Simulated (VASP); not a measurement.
# Rb (Im-3m) in VASP: further runs

The runs below take Rb through electric field gradients, with PBEsol.

All numbers are computed with VASP 6.6.1; they aren't measurements. Logs are shortened: lines on timing, memory, paths and dates and some standing lists are left out, and cuts for length are marked.

## 1. The cell of the first run

It takes space group Im-3m (No. 229, cubic). Conventional cell: a = 5.631 Å, b = 5.631 Å, c = 5.631 Å, α = 90.00°, β = 90.00°, γ = 90.00°.

## 2. Electric field gradients, PBEsol (89.26 Å³/atom)

File INCAR:

```
  PREC = Accurate
  ENCUT = 520
  EDIFF = 1E-8
  ISMEAR = -1
  SIGMA = 0.05
  LREAL = F
  LASPH = T
  NELM = 100
  ALGO = Normal
  ISIF = 2
  LWAVE = F
  LCHARG = F
  GGA = PS
  LEFG = T
  NBANDS = 10
```

File KPOINTS:

```
regular mesh
0
Gamma
  8 8 8
```

File POSCAR:

```
Rb
1.0
   -2.8153223276      2.8153223276      2.8153223276
    2.8153223276     -2.8153223276      2.8153223276
    2.8153223276      2.8153223276     -2.8153223276
Rb
1
Direct
    0.0000000000      0.0000000000      0.0000000000
```

Potentials or basis: VASP PAW PBE potentials, release 64 (Rb_sv).

Launch:

```sh
cat potpaw_PBE.64/Rb_sv/POTCAR > POTCAR
mpirun -np 1 vasp_std > vasp.out
```

OUTCAR:

```text
PREC = Accurate
   ENCUT = 520
   EDIFF = 1E-8
   ISMEAR = -1
   LREAL = F
   LASPH = T
   NELM = 100
   ISIF = 2
   GGA = PS

 ion  position               nearest neighbor table
   1  0.000  0.000  0.000-

  LATTYP: Found a body centered cubic cell.
 ALAT       =     5.6306446552

  Lattice vectors:

 A1 = (  -2.8153223276,   2.8153223276,   2.8153223276)
 A2 = (   2.8153223276,  -2.8153223276,   2.8153223276)
 A3 = (   2.8153223276,   2.8153223276,  -2.8153223276)

Analysis of symmetry for initial positions (statically):
=====================================================================
 Subroutine PRICEL returns:
 Original cell was already a primitive cell.

 Routine SETGRP: Setting up the symmetry group for a
 body centered cubic supercell.

 Subroutine GETGRP returns: Found 48 space group operations
 (whereof 48 operations were pure point group operations)
 out of a pool of 48 trial point group operations.

The static configuration has the point symmetry O_h .

Analysis of symmetry for dynamics (positions and initial velocities):
=====================================================================
 Subroutine PRICEL returns:
 Original cell was already a primitive cell.

 Routine SETGRP: Setting up the symmetry group for a
 body centered cubic supercell.

 Subroutine GETGRP returns: Found 48 space group operations
 (whereof 48 operations were pure point group operations)
 out of a pool of 48 trial point group operations.

The dynamic configuration has the point symmetry O_h .

 Subroutine INISYM returns: Found 48 space group operations
 (whereof 48 operations are pure point group operations),
 and found     1 'primitive' translations

----------------------------------------------------------------------------------------

                                     Primitive cell

  volume of cell :      89.2574

  direct lattice vectors                    reciprocal lattice vectors
    -2.815322328  2.815322328  2.815322328     0.000000000  0.177599558  0.177599558
     2.815322328 -2.815322328  2.815322328     0.177599558  0.000000000  0.177599558
     2.815322328  2.815322328 -2.815322328     0.177599558  0.177599558  0.000000000

  length of vectors
     4.876281311  4.876281311  4.876281311     0.251163703  0.251163703  0.251163703

  position of ions in fractional coordinates (direct lattice)
     0.000000000  0.000000000  0.000000000

  ion indices of the primitive-cell ions
   primitive index   ion index
                 1           1

----------------------------------------------------------------------------------------

 KPOINTS: regular mesh

Automatic generation of k-mesh.
 Grid dimensions read from file:
 generate k-points for:    8    8    8

 Generating k-lattice:

  Cartesian coordinates                     Fractional coordinates (reciprocal lattice)
     0.000000000  0.022199945  0.022199945     0.125000000  0.000000000  0.000000000
     0.022199945  0.000000000  0.022199945     0.000000000  0.125000000  0.000000000
     0.022199945  0.022199945  0.000000000     0.000000000  0.000000000  0.125000000

  Length of vectors
     0.031395463  0.031395463  0.031395463

  Shift w.r.t. Gamma in fractional coordinates (k-lattice)
     0.000000000  0.000000000  0.000000000

 Subroutine IBZKPT returns following result:
 ===========================================

 Found     29 irreducible k-points:

 Following reciprocal coordinates:
            Coordinates               Weight
  0.000000  0.000000  0.000000      1.000000
  0.125000  0.000000  0.000000     12.000000
  0.250000  0.000000  0.000000     12.000000
  0.375000  0.000000  0.000000     12.000000
  0.500000  0.000000  0.000000      6.000000
  0.125000  0.125000  0.000000     24.000000
[... 16 lines left out ...]
 -0.250000  0.250000  0.250000      6.000000
 -0.375000  0.375000  0.250000     24.000000
 [... further k-points ...]
   k-points           NKPTS =     29   k-points in BZ     NKDIM =     29   number of bands    NBANDS=     10
   number of dos      NEDOS =    301   number of ions     NIONS =      1
   total plane-waves  NPLWV =  46656
   dimension x,y,z NGX =    36 NGY =   36 NGZ =   36
   dimension x,y,z NGXF=    72 NGYF=   72 NGZF=   72
   ions per type =               1
   NGX,Y,Z   is equivalent  to a cutoff of  12.27, 12.27, 12.27 a.u.
   NGXF,Y,Z  is equivalent  to a cutoff of  24.55, 24.55, 24.55 a.u.
 SYSTEM =  unknown system
   PREC   = accura    normal or accurate (medium, high low for compatibility)
   ISTART =      0    job   : 0-new  1-cont  2-samecut
   ICHARG =      2    charge: 1-file 2-atom 10-const
   ISPIN  =      1    spin polarized calculation?
   LNONCOLLINEAR =      F non collinear calculations
   LSORBIT =      F    spin-orbit coupling
   LASPH  =      T    aspherical Exc in radial PAW
   ENCUT  =  520.0 eV  38.22 Ry    6.18 a.u.   9.07  9.07  9.07*2*pi/ulx,y,z
   NELM   =    100;   NELMIN=  2; NELMDL= -5     # of ELM steps
   EDIFF  = 0.1E-07   stopping-criterion for ELM
   LREAL  =      F    real-space projection
   EDIFFG = 0.1E-06   stopping-criterion for IOM
   NSW    =      0    number of steps for IOM
   IBRION =     -1    ionic relax: 0-MD 1-quasi-New 2-CG
   NFREE  =      0    steps in history (QN), initial steepest desc. (CG)
   ISIF   =      2    stress and relaxation
   ISYM   =      2    0-nonsym 1-usesym 2-fastsym
   POTIM  = 0.5000    time-step for ionic-motion
   TEBEG  =    0.0;   TEEND  =   0.0 temperature during run
   PSTRESS=    0.0 pullay stress
   NELECT =       9.0000    total number of electrons
   NUPDOWN=      -1.0000    fix difference up-down
   EMIN   =  10.00;   EMAX   =-10.00  energy-range for DOS
   EFERMI =   0.00;   METHOD = LEGACY
   ISMEAR =    -1;   SIGMA  =   0.05  broadening in eV -4-tet -1-fermi 0-gaus
   EFERMI_NEDOS =   21; number of points for ismear=-14 and -15
   IALGO  =     38    algorithm
   IMIX   =      4    mixing-type and parameters
     AMIX     =   0.40;   BMIX     =  1.00
     AMIX_MAG =   1.60;   BMIX_MAG =  1.00
  volume/ion in A,a.u.               =      89.26       602.34
  Fermi-wavevector in a.u.,A,eV,Ry     =   0.761975  1.439924  7.899629  0.580606
  Thomas-Fermi vector in A             =   1.861334
   LORBIT       =      0    0 simple, 1 ext, 2 COOP (PROOUT), +10 PAW based schemes
   GGA     = PS    functional components
   LHFCALC =     F    Hartree Fock is set to
   AEXX    =    0.0000 exact exchange contribution
   IVDW    =     0    specifies the selected vdW correction
   LEPSILON=     F    determine dielectric tensor
   LRPA    =     F    only Hartree local field effects (RPA)
 non-spin polarized calculation
  energy-cutoff  :      520.00
  volume of cell :       89.26
 maximum number of plane-waves:      2454
   NGX = 19   NGY = 19   NGZ = 19

 number of electron       9.0000000 magnetization

 Free energy of the ion-electron system (eV)
  ---------------------------------------------------
  ext. energy  EPLUGINS =         0.00000000
  ---------------------------------------------------
  free energy    TOTEN  =        -1.02304711 eV

  energy without entropy =       -1.01235497  energy(sigma->0) =       -1.01770104

 E-fermi :   0.0090     XC(G=0):  -5.5690

 val. band max:       -0.0315503352   @ k =   0.2500   0.2500   0.0000
 cond. band min:       0.0657630772   @ k =   0.3750   0.1250   0.0000
 fundamental gap:      0.0973134124
 Fermi energy:         0.0089580770

 k-point     1 :       0.0000    0.0000    0.0000
  band No.  band energies     occupation
      1     -28.8569      2.00000
      2     -12.9019      2.00000
      3     -12.9019      2.00000
      4     -12.9019      2.00000
      5      -2.0120      2.00000
      6       3.6873      0.00000
      7       3.6873      0.00000
      8       3.6873      0.00000
      9       4.6475      0.00000
     10       4.6475      0.00000

 k-point     2 :       0.1250    0.0000    0.0000
  band No.  band energies     occupation
      1     -28.8562      2.00000
      2     -12.9174      2.00000
      3     -12.9069      2.00000
      4     -12.9019      2.00000
      5      -1.8251      2.00000
      6       3.3657      0.00000
      7       3.4445      0.00000
      8       3.8608      0.00000
      9       4.3869      0.00000
     10       4.5848      0.00000
[... 274 lines left out ...]
 k-point    24 :      -0.3750    0.3750    0.2500
  band No.  band energies     occupation
      1     -28.8510      2.00000
      2     -12.9788      2.00000
      3     -12.9507      2.00000
      4     -12.9403      2.00000
      5       0.1021      0.26897
      6       1.6839      0.00000
      7       2.9338      0.00000
      8       2.9670      0.00000
      9       4.0359      0.00000
     10       5.1971      0.00000

 [... further k-points ...]

------------------------ aborting loop because EDIFF is reached ----------------------------------------

  FORCE on cell =-STRESS in cart. coord.  units (eV):
  Direction    XX          YY          ZZ          XY          YZ          ZX
  --------------------------------------------------------------------------------------
  -------------------------------------------------------------------------------------
  Total       -0.0456248     -0.0456248     -0.0456248     -0.0000000     -0.0000000      0.0000000
  in kB       -0.8189684     -0.8189684     -0.8189684     -0.0000000     -0.0000000      0.0000000
  external PRESSURE =      -0.8189684 kB  Pullay stress =       0.0000000 kB

 VOLUME and BASIS-vectors are now :
 -----------------------------------------------------------------------------
  energy-cutoff  :      520.00
  volume of cell :       89.26
      direct lattice vectors                 reciprocal lattice vectors
    -2.815322328  2.815322328  2.815322328     0.000000000  0.177599558  0.177599558
     2.815322328 -2.815322328  2.815322328     0.177599558  0.000000000  0.177599558
     2.815322328  2.815322328 -2.815322328     0.177599558  0.177599558  0.000000000

 POSITION                                       TOTAL-FORCE (eV/Angst)
 -----------------------------------------------------------------------------------
      0.00000      0.00000      0.00000        -0.000000      0.000000      0.000000
 -----------------------------------------------------------------------------------
    total drift:                               -0.000000      0.000000      0.000000

  FREE ENERGIE OF THE ION-ELECTRON SYSTEM (eV)
  ---------------------------------------------------
  free  energy   TOTEN  =        -1.0230471142 eV

  energy  without entropy=       -1.0123549724  energy(sigma->0) =       -1.01770104

 Electric field gradients (V/A^2)
---------------------------------------------------------------------
 ion       V_xx      V_yy      V_zz      V_xy      V_xz      V_yz
---------------------------------------------------------------------
   1       0.000    -0.000    -0.000     0.000     0.000     0.000
---------------------------------------------------------------------

 Electric field gradients after diagonalization (V/A^2)
 (convention: |V_zz| > |V_xx| > |V_yy|)
----------------------------------------------------------------------
 ion       V_xx      V_yy      V_zz     asymmetry (V_yy - V_xx)/ V_zz
----------------------------------------------------------------------
   1      -0.000    -0.000     0.000       0.000
----------------------------------------------------------------------

           NMR quadrupolar parameters

 Cq : quadrupolar parameter    Cq=e*Q*V_zz/h
 eta: asymmetry parameters     (V_yy - V_xx)/ V_zz
 Q  : nuclear electric quadrupole moment in mb (millibarn)
----------------------------------------------------------------------
 ion       Cq(MHz)       eta       Q (mb)
----------------------------------------------------------------------
   1       0.000       0.000       1.000
----------------------------------------------------------------------
```

Wall time 29 s (1 thread of Intel Xeon 8259CL, shared host); peak memory 0.2 GiB.

Results:

| Item | Value |
| --- | --- |
| Free energy | -1.0230 eV |
| Pressure | -0.1 GPa |
| Band gap on the k mesh | zero (an odd number of electrons rules out a gap without spin polarisation) |
| Largest electric field gradient by atom | under 0.05 V/Å² on every atom |

Levels at points of the mesh, in eV from the Fermi level:
```tsv
k point	band 1	band 2	band 3	band 4	band 5	band 6	band 7	band 8
(0.00, 0.00, 0.00)	-28.87	-12.91	-12.91	-12.91	-2.02	3.68	3.68	3.68
(0.50, 0.00, 0.00)	-28.86	-13.01	-12.95	-12.91	0.21	0.77	2.57	4.28
(0.50, 0.50, 0.50)	-28.86	-12.98	-12.98	-12.98	1.23	1.23	3.27	3.27
```

Caveat: the PAW data sets were made with another functional, which shifts forces and pressure a little.

[end of part 1 of 3]

The gap in the log of VASP goes by the Fermi energy; the results here count the filled bands.